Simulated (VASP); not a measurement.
A run of VASP 6.6.1 is set up as follows.

File INCAR:

```
ALGO     = Normal         # electronic algorithm
EDIFF    = 1E-7           # SCF threshold, eV
ENCUT    = 520            # plane-wave cutoff, eV
GGA      = PE             # functional
ISIF     = 2              # what is computed and relaxed
ISMEAR   = 0              # smearing method
LASPH    = True           # aspherical terms in the spheres
LCHARG   = False          # write CHGCAR
LREAL    = False          # projectors in reciprocal space
LWAVE    = False          # write WAVECAR
NBANDS   = 41             # bands
NELM     = 80             # most SCF steps
PREC     = Accurate       # precision mode
SIGMA    = 0.1            # smearing width, eV
```

Contents of KPOINTS:

```
k-points
0
Gamma
  6 6 1
```

File POSCAR:

```
Mg5CdS6
1.0
    3.8946679800      0.0000000000      0.0000000000
   -1.9473339900      3.3728814100      0.0000000000
    0.0000000000      0.0000000000     19.0798985100
Mg Cd S
5 1 6
Direct
    0.3333333300      0.6666666700      0.3333333300
    0.0000000000      0.0000000000      0.5000000000
    0.6666666700      0.3333333300      0.6666666700
    0.3333333300      0.6666666700      0.8333333300
    0.6666666700      0.3333333300      0.1666666700
    0.0000000000      0.0000000000      0.0000000000
    0.6666666700      0.3333333300      0.4166666700
    0.3333333300      0.6666666700      0.5833333300
    0.0000000000      0.0000000000      0.7500000000
    0.6666666700      0.3333333300      0.9166666700
    0.3333333300      0.6666666700      0.0833333300
    0.0000000000      0.0000000000      0.2500000000
```

Potentials or basis: VASP PAW PBE potentials, release 64 (Mg, Cd, S).

The run is started by

```bash
$ cat potpaw_PBE.64/Mg/POTCAR potpaw_PBE.64/Cd/POTCAR potpaw_PBE.64/S/POTCAR > POTCAR
$ mpirun -np 1 vasp_std > vasp.out
```

(1) What does it give for the pressure?

(2) What does it give for the largest force?

## Answers

(1) -7.1 GPa.

(2) 0.586 eV/Å.
